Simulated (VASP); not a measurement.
Write the native input for VASP 6.6.1 that does the following.

```
Task                   : relaxation of cell and atoms
Functional             : LDA
Potentials or basis    : VASP PAW LDA potentials, release 64 (Zn, F)
Cutoff                 : 600 eV
k mesh                 : 6 × 6 × 10
Occupations            : fermi-dirac, width 0.05 eV
Spin                   : no spin polarisation
Dipole correction      : no
Further INCAR settings : ALGO = Normal; EDIFF = 1e-07; IBRION = 2; EDIFFG = -0.002; NSW = 100; ISIF = 3
```

The structure of ZnF2 lies in POSCAR:

```
ZnF2
1.0
    4.7048000000      0.0000000000      0.0000000000
    0.0000000000      4.7048000000      0.0000000000
    0.0000000000      0.0000000000      3.1338000000
Zn F
2 4
Direct
    0.0000000000      0.0000000000      0.0000000000
    0.5000000000      0.5000000000      0.5000000000
    0.3024000000      0.3024000000      0.0000000000
    0.1976000000      0.8024000000      0.5000000000
    0.6976000000      0.6976000000      0.0000000000
    0.8024000000      0.1976000000      0.5000000000
```

These files were run (other wordings do the same):

INCAR

```
SYSTEM = ZnF2
PREC = Accurate
ENCUT = 600
EDIFF = 1E-7
ISMEAR = -1
SIGMA = 0.05
LREAL = .FALSE.
LASPH = .TRUE.
NELM = 120
ALGO = Normal
ISIF = 3
LWAVE = .FALSE.
LCHARG = .FALSE.
GGA = CA
IBRION = 2
NSW = 100
EDIFFG = -0.002
GGA_COMPAT = .FALSE.
NELMIN = 4
```

KPOINTS

```
Automatic mesh
0
G
  6 6 10
  0 0 0
```

Potentials or basis: VASP PAW LDA potentials, release 64 (Zn, F).

Run with:

```bash
$ cat potpaw_LDA.64/Zn/POTCAR potpaw_LDA.64/F/POTCAR > POTCAR
$ mpirun -np 1 vasp_std > vasp.out
```

It gave:

The relaxed volume is 11.08 Å³/atom. The relaxed cell is a = 4.632 Å, b = 4.632 Å, c = 3.097 Å, α = 90.00°, β = 90.00°, γ = 90.00° and the space group after relaxing (to 0.1 Å) is P4_2/mnm (No. 136). The energy gained by relaxing is 8.3 meV/atom, the ionic steps are 11 and the pressure after relaxing is 0.0 GPa. The band gap on the k mesh is 3.39 eV.

Run time: 20 min on 1 thread of Intel Xeon 8259CL, on a shared host, peak memory 0.27 GiB.
